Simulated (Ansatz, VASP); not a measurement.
## One calculation of CaO, two programs

```
CELL_PARAMETERS angstrom
0.00000 2.44900 2.52247
2.44900 0.00000 2.52247
2.44900 2.44900 0.00000
ATOMIC_POSITIONS crystal
Ca 0.00000 0.00000 0.00000
O 0.50000 0.50000 0.50000
```

Change from the starting cell: strain +0.000 along x and y, +0.030 along z, atoms carried along.

Alike in both runs: task single point; functional PBE; k mesh 8 × 8 × 8; occupations gaussian, width 0.05 eV; no spin polarisation.

```csv
,VASP,Ansatz
version,VASP 6.6.1,Ansatz 0.2.0
potentials or method,"VASP PAW PBE potentials, release 64 (Ca_sv, O), cutoff 520 eV","scalar-relativistic, plane waves, PAW"
valence electrons in the cell,16,16
```

|  | VASP | Ansatz | Ansatz less VASP |
| --- | --- | --- | --- |
| gap on the k mesh at the Fermi level (eV) | 3.60 | 3.62 | +0.016 |
| least direct gap on the mesh (eV) | 4.01 | 4.03 | +0.014 |
| pressure (GPa) | -5.9 | -6.3 | -0.40 |
| traceless stress, the component that is largest in VASP (GPa) | -1.77 | -1.68 | +0.093 |
